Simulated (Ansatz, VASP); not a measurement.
**Hg in VASP and in Ansatz**

```
Hg
1.0
     0.00000    2.52003    2.52003
     2.52003    0.00000    2.52003
     2.52003    2.52003    0.00000
Hg
1
Direct
  0.00000 0.00000 0.00000
```

Alike in both runs: functional PBE; k mesh 12 × 12 × 12; occupations fermi-dirac, width 0.1 eV; no spin polarisation.

Ansatz relaxed the structure, and its values are those at the end. VASP's run is a single point on that final structure, the one shown.

```csv
,VASP,Ansatz
version,VASP 6.6.1,Ansatz 0.2.0
potentials or method,"VASP PAW PBE potentials, release 64 (Hg), cutoff 520 eV","plane waves (420 eV) with PAW, scalar-relativistic"
valence electrons in the cell,12,20
```

```tsv
	VASP	Ansatz	Ansatz less VASP
pressure (GPa)	0.0	0.0	-0.03
```

The functional is the same, so the differences come from potentials, cutoffs and numerics. VASP's potentials hold 12 valence electrons a cell and Ansatz's 20, so a difference there can come from the potentials and not from the codes.

Spin-orbit coupling is off throughout.
